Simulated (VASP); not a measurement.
A run of VASP 6.6.1:

The input POSCAR:

```
Ba
1.0
    3.6720988001      0.0000000000      0.0000000000
    0.0000000000      3.6720988001      0.0000000000
    0.0000000000      0.0000000000      3.6720988001
Ba
1
Direct
    0.0000000000      0.0000000000      0.0000000000
```

INCAR.step1

```
ALGO = Normal
EDIFF = 1E-4
ENCUT = 520
GGA = PE
ISMEAR = -1
LASPH = T
LCHARG = F
LREAL = F
LWAVE = T
NBANDS = 11
NELM = 60
PREC = Accurate
SIGMA = 0.05
```

INCAR.step2

```
ALGO = Normal
EDIFF = 1E-6
ENCUT = 520
ISIF = 2
ISMEAR = -1
ISTART = 1
LASPH = T
LCHARG = T
LELF = T
LMIXTAU = T
LREAL = F
LVHAR = T
LWAVE = F
METAGGA = R2SCAN
NBANDS = 11
NELM = 60
PREC = Accurate
SIGMA = 0.05
```

Contents of KPOINTS:

```
k-points
0
Gamma
  7 7 7
```

Potentials or basis: VASP PAW PBE potentials, release 64 (Ba_sv).

Command:

```bash
$ cat potpaw_PBE.64/Ba_sv/POTCAR > POTCAR
$ cp INCAR.step1 INCAR
$ mpirun -np 1 vasp_std > vasp.out
$ cp INCAR.step2 INCAR
$ mpirun -np 1 vasp_std > vasp.out
```

Hardware: 1 thread of Intel(R) Xeon(R) 6975P-C (Granite Rapids), on a shared host.

Question: How long does it take, and how much memory?

Answer: Wall time 19 s on 1 thread of Intel(R) Xeon(R) 6975P-C (Granite Rapids), with other jobs on the host, peak memory 0.16 GiB. Counts: k points 20.
